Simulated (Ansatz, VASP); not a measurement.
**Two plane-wave programs on As**

```
As
1.0
     2.72940    0.00000    0.00000
     0.00000    2.72940    0.00000
     0.00000    0.00000    2.72940
As
1
Direct
  0.00000 0.00000 0.00000
```

Alike in both runs: functional PBE; k mesh 15 × 15 × 15; occupations fermi-dirac, width 0.05 eV; non-collinear spin, spin-orbit coupling.

Ansatz relaxed the structure, and its values are those at the end. VASP's run is a single point on that final structure, the one shown.

```csv
,VASP,Ansatz
version,VASP 6.6.1,Ansatz 0.2.0
potentials or method,"VASP PAW PBE potentials, release 64 (As)","PAW with Ansatz's default frozen-core files, fully relativistic files with spin-orbit coupling"
plane-wave cutoff (eV),520,420
valence electrons in the cell,5,15
```

|  | VASP | Ansatz | Ansatz less VASP |
| --- | --- | --- | --- |
| pressure (GPa) | 0.2 | 0.0 | -0.17 |

VASP's potentials hold 5 valence electrons a cell and Ansatz's 15, so a difference there can come from the potentials and not from the codes.
